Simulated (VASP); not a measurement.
Here is a VASP 6.6.1 calculation.

File INCAR:

```
  PREC = Accurate
  ENCUT = 600
  EDIFF = 1E-8
  ISMEAR = 0
  SIGMA = 0.01
  LREAL = F
  LASPH = T
  NELM = 100
  ALGO = Normal
  ISIF = 3
  LWAVE = F
  LCHARG = T
  GGA = CA
  NBANDS = 14
  IBRION = 6
  NFREE = 2
  POTIM = 0.015
  NSW = 1
```

The input KPOINTS:

```
regular mesh
0
Gamma
  10 10 10
```

POSCAR

```
NaF
1.0
    0.0000000000      2.2517789485      2.2517789485
    2.2517789485      0.0000000000      2.2517789485
    2.2517789485      2.2517789485      0.0000000000
Na F
1 1
Direct
    0.0000000000      0.0000000000      0.0000000000
    0.5000000000      0.5000000000      0.5000000000
```

Potentials or basis: VASP PAW LDA potentials, release 64 (Na_pv, F).

The run is started by

```console
$ cat potpaw_LDA.64/Na_pv/POTCAR potpaw_LDA.64/F/POTCAR > POTCAR
$ mpirun -np 1 vasp_std > vasp.out
```

Question: Predict the elastic constants C11, C12, C44.

Answer: 135, 24, 29 GPa.

Question: What does it give for the Voigt bulk modulus?

Answer: 61 GPa.

Question: What does it give for the highest phonon frequency at Γ, LO-TO splitting left out?

Answer: 279 cm⁻¹.

Clamped-ion elastic tensor (GPa):
```
135  24  24   0   0   0
 24 135  24   0   0   0
 24  24 135   0   0   0
  0   0   0  29   0   0
  0   0   0   0  29   0
  0   0   0   0   0  29
```
